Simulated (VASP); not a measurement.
Set up this calculation in VASP 6.6.1, as the native input.

```
Task                   : single point
Functional             : PBEsol
Potentials or basis    : VASP PAW PBE potentials, release 64 (Co, O)
Cutoff                 : 520 eV
k mesh                 : 18 × 18 × 18
Occupations            : gaussian, width 0.15 eV
Spin                   : collinear spin, ferromagnetic start
Starting moments       : [2.64, 0.33] μB
Dipole correction      : no
Further INCAR settings : ALGO = Normal; EDIFF = 1e-07; NBANDS = 18
```

The structure of CoO lies in POSCAR:

```
CoO
1.0
    1.3850319810      0.7996485870      2.6351210587
   -1.3850319810      0.7996485870      2.6351210587
    0.0000000000     -1.5992971741      2.6351210587
Co O
1 1
Direct
    0.0000000000      0.0000000000      0.0000000000
    0.5000000000      0.5000000000      0.5000000000
```

This cell differs from its parent crystal: strain -0.080 along x and y, +0.080 along z.

These files were run (other wordings do the same):

INCAR

```
PREC = Accurate ; ENCUT = 520
EDIFF = 1E-7 ; ISMEAR = 0
SIGMA = 0.15 ; LREAL = F
LASPH = T ; NELM = 150
ALGO = Normal ; ISIF = 2
LWAVE = F ; LCHARG = F
ISPIN = 2 ; MAGMOM = 2.64 0.33
LORBIT = 11 ; LMAXMIX = 4
GGA = PS ; NBANDS = 18
```

KPOINTS

```
Automatic mesh
0
Gamma
  18 18 18
```

Potentials or basis: VASP PAW PBE potentials, release 64 (Co, O).

Launch:

```bash
$ cat potpaw_PBE.64/Co/POTCAR potpaw_PBE.64/O/POTCAR > POTCAR
$ mpirun -np 1 vasp_std > vasp.out
```

It gave:

```
Pressure                                              : 1.8 GPa
Net moment                                            : 2.58 μB per cell
Site moments                                          : Co +2.29; O +0.25 μB
Valence electrons inside the program's atomic spheres : Co 7.99; O 4.98
```

Caveat: the cell differs from its parent crystal (strain -0.080 along x and y, +0.080 along z); the PAW data sets were made with another functional, which shifts forces and pressure a little; a cell with one magnetic atom can't hold antiferromagnetic order, which such compounds often take.

It took 8.5 min on 1 thread of Intel Xeon 8259CL, with other jobs on the host, peak memory 0.38 GiB.
